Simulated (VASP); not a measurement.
# LiTiH3 (I4/mcm) in VASP: further runs

Runs on LiTiH3. Level: PBE. Tasks: single point.

Everything below comes from runs of VASP 6.6.1. Logs are shortened: lines on timing, memory, paths and dates and some standing lists are left out, and cuts for length are marked.

## (1) The cell of the first run

The structure is tetragonal, space group I4/mcm (No. 140). The conventional cell has a = 4.923 Å, b = 4.923 Å, c = 7.256 Å, α = 90.00°, β = 90.00°, γ = 90.00°. Within 2.8 Å of Li (site symmetry -42m) lie 8 H at 2.14 to 2.46 Å. Ti (site symmetry 4/m) has 6 H at 1.81 to 1.84 Å within 2.4 Å. Within 2.4 Å of H (site symmetry m2m) lie 2 Ti at 1.84 Å and 2 Li at 2.14 Å and 1 H at 2.28 Å. Within 2.6 Å of H (site symmetry 422) lie 2 Ti at 1.81 Å and 4 Li at 2.46 Å and 8 H at 2.58 Å.

## (2) Single point, PBE

The input, INCAR:

```
ALGO = Normal
EDIFF = 1E-6
ENCUT = 520
GGA = PE
ISIF = 2
ISMEAR = 0
LASPH = True
LCHARG = False
LREAL = False
LWAVE = False
NBANDS = 29
NELM = 100
PREC = Accurate
SIGMA = 0.1
```

The input, KPOINTS:

```
k-points
0
Gamma
  12 12 12
```

The input, POSCAR:

```
LiTiH3
1.0
   -2.4614496722      2.4614496722      3.6279182851
    2.4614496722     -2.4614496722      3.6279182851
    2.4614496722      2.4614496722     -3.6279182851
Li Ti H
2 2 6
Direct
    0.7500000000      0.2500000000      0.5000000000
    0.2500000000      0.7500000000      0.5000000000
    0.5000000000      0.5000000000      0.0000000000
    0.0000000000      0.0000000000      0.0000000000
    0.3361338917      0.8361338917      0.1722677834
    0.8361338917      0.6638661083      0.5000000000
    0.7500000000      0.7500000000      0.0000000000
    0.6638661083      0.1638661083      0.8277322166
    0.1638661083      0.3361338917      0.5000000000
    0.2500000000      0.2500000000      0.0000000000
```

Potentials or basis: VASP PAW PBE potentials, release 64 (Li_sv, Ti_sv, H).

Launch:

```bash
$ cat potpaw_PBE.64/Li_sv/POTCAR potpaw_PBE.64/Ti_sv/POTCAR potpaw_PBE.64/H/POTCAR > POTCAR
$ mpirun -np 1 vasp_std > vasp.out
```

OUTCAR:

```text
EDIFF = 1E-6
   ENCUT = 520
   GGA = PE
   ISIF = 2
   ISMEAR = 0
   LASPH = True
   LREAL = False
   NELM = 100
   PREC = Accurate

 ion  position               nearest neighbor table
   1  0.750  0.250  0.500-
   2  0.250  0.750  0.500-
   3  0.500  0.500  0.000-   7 1.81  10 1.81   5 1.84   8 1.84   6 1.84   9 1.84
   4  0.000  0.000  0.000-   7 1.81  10 1.81   8 1.84   9 1.84   5 1.84   6 1.84
   5  0.336  0.836  0.172-   3 1.84   4 1.84
   6  0.836  0.664  0.500-   4 1.84   3 1.84
   7  0.750  0.750  0.000-   3 1.81   4 1.81
   8  0.664  0.164  0.828-   3 1.84   4 1.84
   9  0.164  0.336  0.500-   3 1.84   4 1.84
  10  0.250  0.250  0.000-   3 1.81   4 1.81

  LATTYP: Found a body centered tetragonal cell.
 ALAT       =     4.9228993444
 C/A-ratio  =     1.4738949677

  Lattice vectors:

 A1 = (  -2.4614496722,   2.4614496722,   3.6279182851)
 A2 = (   2.4614496722,  -2.4614496722,   3.6279182851)
 A3 = (   2.4614496722,   2.4614496722,  -3.6279182851)

Analysis of symmetry for initial positions (statically):
=====================================================================
 Subroutine PRICEL returns:
 Original cell was already a primitive cell.

 Routine SETGRP: Setting up the symmetry group for a
 body centered tetragonal supercell.

 Subroutine GETGRP returns: Found 16 space group operations
 (whereof  8 operations were pure point group operations)
 out of a pool of 16 trial point group operations.

The static configuration has the point symmetry C_4h.
 The point group associated with its full space group is D_4h.

Analysis of symmetry for dynamics (positions and initial velocities):
=====================================================================
 Subroutine PRICEL returns:
 Original cell was already a primitive cell.

 Routine SETGRP: Setting up the symmetry group for a
 body centered tetragonal supercell.

 Subroutine GETGRP returns: Found 16 space group operations
 (whereof  8 operations were pure point group operations)
 out of a pool of 16 trial point group operations.

The dynamic configuration has the point symmetry C_4h.
 The point group associated with its full space group is D_4h.

 Subroutine INISYM returns: Found 16 space group operations
 (whereof  8 operations are pure point group operations),
 and found     1 'primitive' translations
[... 116 lines left out ...]
   NFREE  =      0    steps in history (QN), initial steepest desc. (CG)
   ISIF   =      2    stress and relaxation
   ISYM   =      2    0-nonsym 1-usesym 2-fastsym
   POTIM  = 0.5000    time-step for ionic-motion
   TEBEG  =    0.0;   TEEND  =   0.0 temperature during run
   PSTRESS=    0.0 pullay stress
   NELECT =      36.0000    total number of electrons
   NUPDOWN=      -1.0000    fix difference up-down
   EMIN   =  10.00;   EMAX   =-10.00  energy-range for DOS
   EFERMI =   0.00;   METHOD = LEGACY
   ISMEAR =     0;   SIGMA  =   0.10  broadening in eV -4-tet -1-fermi 0-gaus
   EFERMI_NEDOS =   21; number of points for ismear=-14 and -15
   IALGO  =     38    algorithm
   IMIX   =      4    mixing-type and parameters
     AMIX     =   0.40;   BMIX     =  1.00
     AMIX_MAG =   1.60;   BMIX_MAG =  1.00
  volume/ion in A,a.u.               =       8.79        59.33
  Fermi-wavevector in a.u.,A,eV,Ry     =   1.215652  2.297249 20.106816  1.477809
  Thomas-Fermi vector in A             =   2.351032
   LORBIT       =      0    0 simple, 1 ext, 2 COOP (PROOUT), +10 PAW based schemes
   GGA     = PE    functional components
   LHFCALC =     F    Hartree Fock is set to
   AEXX    =    0.0000 exact exchange contribution
   IVDW    =     0    specifies the selected vdW correction
   LEPSILON=     F    determine dielectric tensor
   LRPA    =     F    only Hartree local field effects (RPA)
 non-spin polarized calculation
 Gauss-broadening in eV      SIGMA  =   0.10
  energy-cutoff  :      520.00
  volume of cell :       87.92
 maximum number of plane-waves:      2387
 NGX is ok and might be reduce to    40

 number of electron      35.9999999 magnetization

 Free energy of the ion-electron system (eV)
  ---------------------------------------------------
  ext. energy  EPLUGINS =         0.00000000
  ---------------------------------------------------
  free energy    TOTEN  =       -41.52445014 eV

  energy without entropy =      -41.50127881  energy(sigma->0) =      -41.51286447

 E-fermi :   4.0859     XC(G=0):  -9.6214

 val. band max:        4.0825549848   @ k =  -0.1667   0.4167   0.0833
 cond. band min:       4.0900701206   @ k =   0.5000   0.5000   0.3333
 fundamental gap:      0.0075151358
 Fermi energy:         4.0858735446

 k-point     1 :       0.0000    0.0000    0.0000
  band No.  band energies     occupation
      1     -53.1959      2.00000
      2     -53.1820      2.00000
      3     -42.2090      2.00000
      4     -42.2053      2.00000
      5     -29.5019      2.00000
      6     -29.5019      2.00000
[... 757 lines left out ...]
     28       9.6371      0.00000
     29       9.9613      0.00000

 [... further k-points ...]

------------------------ aborting loop because EDIFF is reached ----------------------------------------

  FORCE on cell =-STRESS in cart. coord.  units (eV):
  Direction    XX          YY          ZZ          XY          YZ          ZX
  --------------------------------------------------------------------------------------
  -------------------------------------------------------------------------------------
  Total       -0.0732304     -0.0732304     -0.0507559      0.0000000      0.0000000      0.0000000
  in kB       -1.3344502     -1.3344502     -0.9249061      0.0000000      0.0000000      0.0000000
  external PRESSURE =      -1.1979355 kB  Pullay stress =       0.0000000 kB

 VOLUME and BASIS-vectors are now :
 -----------------------------------------------------------------------------
  energy-cutoff  :      520.00
  volume of cell :       87.92
      direct lattice vectors                 reciprocal lattice vectors
    -2.461449672  2.461449672  3.627918285     0.000000000  0.203132327  0.137820083
     2.461449672 -2.461449672  3.627918285     0.203132327  0.000000000  0.137820083
     2.461449672  2.461449672 -3.627918285     0.203132327  0.203132327  0.000000000

 POSITION                                       TOTAL-FORCE (eV/Angst)
 -----------------------------------------------------------------------------------
      0.00000      2.46145      1.81396         0.000000      0.000000     -0.000000
      2.46145      0.00000      1.81396         0.000000      0.000000     -0.000000
      0.00000      0.00000      3.62792         0.000000      0.000000     -0.000000
      0.00000      0.00000      0.00000         0.000000      0.000000     -0.000000
      1.65475     -0.80670      3.62792         0.001509      0.001509      0.000000
      0.80670      1.65475      3.62792        -0.001509      0.001509     -0.000000
      0.00000      0.00000      5.44188         0.000000      0.000000     -0.000000
      0.80670      3.26815      0.00000        -0.001509     -0.001509     -0.000000
      1.65475      0.80670      0.00000         0.001509     -0.001509      0.000000
      0.00000      0.00000      1.81396         0.000000      0.000000     -0.000000
 -----------------------------------------------------------------------------------
    total drift:                               -0.000000     -0.000000      0.000000

  FREE ENERGIE OF THE ION-ELECTRON SYSTEM (eV)
  ---------------------------------------------------
  free  energy   TOTEN  =       -41.5244501355 eV

  energy  without entropy=      -41.5012788129  energy(sigma->0) =      -41.51286447
```

OSZICAR:

```text
N       E                     dE             d eps       ncg     rms          rms(c)
DAV:   1     0.357874735692E+03    0.35787E+03   -0.17036E+04  9462   0.135E+03
DAV:   2    -0.505311216271E+01   -0.36293E+03   -0.35204E+03  9517   0.413E+02
DAV:   3    -0.435351629726E+02   -0.38482E+02   -0.38026E+02 15309   0.117E+02
DAV:   4    -0.477620818740E+02   -0.42269E+01   -0.41838E+01 14652   0.339E+01
DAV:   5    -0.480673127772E+02   -0.30523E+00   -0.30514E+00 13794   0.754E+00    0.184E+01
DAV:   6    -0.417808487035E+02    0.62865E+01   -0.23292E+01 12104   0.380E+01    0.430E+00
DAV:   7    -0.416031631372E+02    0.17769E+00   -0.23318E+00 11645   0.102E+01    0.290E+00
DAV:   8    -0.415174196544E+02    0.85743E-01   -0.36829E-01 12887   0.292E+00    0.742E-01
DAV:   9    -0.415233089753E+02   -0.58893E-02   -0.52097E-02 13798   0.158E+00    0.374E-01
DAV:  10    -0.415243161766E+02   -0.10072E-02   -0.36443E-03 12773   0.450E-01    0.978E-02
DAV:  11    -0.415244566293E+02   -0.14045E-03   -0.47292E-04 13225   0.123E-01    0.255E-02
DAV:  12    -0.415244530383E+02    0.35910E-05   -0.18229E-05 14676   0.313E-02    0.902E-03
DAV:  13    -0.415244506470E+02    0.23913E-05   -0.32328E-06 10152   0.180E-02    0.318E-03
DAV:  14    -0.415244501355E+02    0.51154E-06   -0.55333E-07  7128   0.746E-03
   1 F= -.41524450E+02 E0= -.41512864E+02  d E =-.231713E-01
```

stdout:

```text
POSCAR found type information on POSCAR LiTiH
 POSCAR found :  3 types and      10 ions
 scaLAPACK will be used
 LDA part: xc-table for (Slater+PW92), standard interpolation
 POSCAR, INCAR and KPOINTS ok, starting setup
 FFT: planning ... GRIDC
 FFT: planning ... GRID_SOFT
 FFT: planning ... GRID
 WAVECAR not read
 entering main loop
```

Wall time 6.3 min (1 thread of Intel Xeon Platinum 8124M at 3.00GHz (Skylake/Cascade Lake), shared host); peak memory 0.49 GiB.

What came out:

| Quantity | Value |
| --- | --- |
| Free energy | -41.5245 eV |
| Band gap on the k mesh | zero (bands 18 and 19 overlap by 1.61 eV) |

Forces on the atoms (eV/Å):
```
Li   0.000  0.000  0.000
Li   0.000  0.000  0.000
Ti   0.000  0.000  0.000
Ti   0.000  0.000  0.000
H    0.002  0.002  0.000
H   -0.002  0.002  0.000
H    0.000  0.000  0.000
H   -0.002 -0.002  0.000
H    0.002 -0.002  0.000
H    0.000  0.000  0.000
```

Caveat: the cutoff is under 1.25 times the usual one of these potentials, so pressure, stress and relaxed cells hold a basis-set (Pulay) error.

## (3) Single point, PBE

This run uses another cell than the first one, of the same volume but with other edges.

The input, INCAR:

```
ALGO = Normal ; EDIFF = 1E-7
ENCUT = 520 ; GGA = PE
ISIF = 2 ; ISMEAR = 0
LASPH = T ; LCHARG = F
LREAL = F ; LWAVE = F
NBANDS = 29 ; NELM = 100
PREC = Accurate ; SIGMA = 0.2
```

The input, KPOINTS:

```
k-points
0
Gamma
  6 6 6
```

The input, POSCAR:

```
LiTiH3
1.0
    4.9228993444      0.0000000000      0.0000000000
    0.0000000000      4.9228993444      0.0000000000
   -2.4614496722     -2.4614496722      3.6279182851
Li Ti H
2 2 6
Direct
    0.2500000000      0.7500000000      0.5000000000
    0.7500000000      0.2500000000      0.5000000000
    0.5000000000      0.5000000000      0.0000000000
    0.0000000000      1.0000000000      0.0000000000
    0.8361338917      0.3361338917      1.0000000000
    0.6638661083      0.8361338917      1.0000000000
    0.7500000000      0.7500000000      0.5000000000
    0.1638661083      0.6638661083      0.0000000000
    0.3361338917      0.1638661083      0.0000000000
    0.2500000000      0.2500000000      0.5000000000
```

Potentials or basis: VASP PAW PBE potentials, release 64 (Li_sv, Ti_sv, H).

Launch:

```bash
$ cat potpaw_PBE.64/Li_sv/POTCAR potpaw_PBE.64/Ti_sv/POTCAR potpaw_PBE.64/H/POTCAR > POTCAR
$ mpirun -np 1 vasp_std > vasp.out
```

It took 88 s on 1 thread of Intel Xeon Platinum 8124M at 3.00GHz (Skylake/Cascade Lake), shared host; peak memory 0.27 GiB.

The run converged. Its results:

```
Free energy            : -41.5615 eV
Largest force          : 0.005 eV/Å
Band gap on the k mesh : zero (bands 18 and 19 overlap by 1.61 eV)
```

Forces in eV/Å, atoms in the order of the input:
```
Li   0.000  0.000  0.000
Li   0.000  0.000  0.000
Ti   0.000  0.000  0.000
Ti   0.000  0.000  0.000
H    0.004  0.004  0.000
H   -0.004  0.004  0.000
H    0.000  0.000  0.000
H   -0.004 -0.004  0.000
H    0.004 -0.004  0.000
H    0.000  0.000  0.000
```

Levels at points of the mesh, in eV from the Fermi level:
| k point | band 15 | band 16 | band 17 | band 18 | band 19 | band 20 | band 21 | band 22 |
| --- | --- | --- | --- | --- | --- | --- | --- | --- |
| (0.00, 0.00, 0.00) | -2.66 | -2.66 | -1.31 | -1.31 | -1.11 | 1.14 | 1.32 | 1.32 |
| (0.50, 0.00, 0.00) | -3.85 | -3.85 | -0.09 | -0.09 | 0.06 | 0.06 | 0.41 | 0.41 |
| (0.50, 0.50, 0.00) | -4.33 | -4.17 | -1.52 | 0.22 | 0.26 | 0.35 | 0.81 | 1.38 |
| (0.00, 0.00, 0.50) | -3.56 | -3.56 | -0.98 | 0.50 | 0.50 | 0.64 | 0.64 | 1.19 |

Caveat: the cutoff is under 1.25 times the usual one of these potentials, so pressure, stress and relaxed cells hold a basis-set (Pulay) error.
